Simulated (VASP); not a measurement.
A run of VASP 6.6.1 is set up as follows.

Contents of INCAR:

```
PREC = Accurate
ENCUT = 520
EDIFF = 1E-7
ISMEAR = 0
SIGMA = 0.1
LREAL = False
LASPH = True
NELM = 80
ALGO = Normal
ISIF = 2
LWAVE = False
LCHARG = False
GGA = PE
NBANDS = 12
```

File KPOINTS:

```
regular mesh
0
Gamma
  18 18 18
```

POSCAR

```
Zn
1.0
    0.0000000000      1.9641492456      1.9641492456
    1.9641492456      0.0000000000      1.9641492456
    1.9641492456      1.9641492456      0.0000000000
Zn
1
Direct
    0.0000000000      0.0000000000      0.0000000000
```

Potentials or basis: VASP PAW PBE potentials, release 64 (Zn).

Command:

```bash
$ cat potpaw_PBE.64/Zn/POTCAR > POTCAR
$ mpirun -np 1 vasp_std > vasp.out
```

Task: Predict the band gap on the k mesh.

Result: Zero (band 6 reaches 4.73 eV, above the bottom of band 7 at 1.71 eV).

Task: Estimate the pressure.

Result: 0.3 GPa.
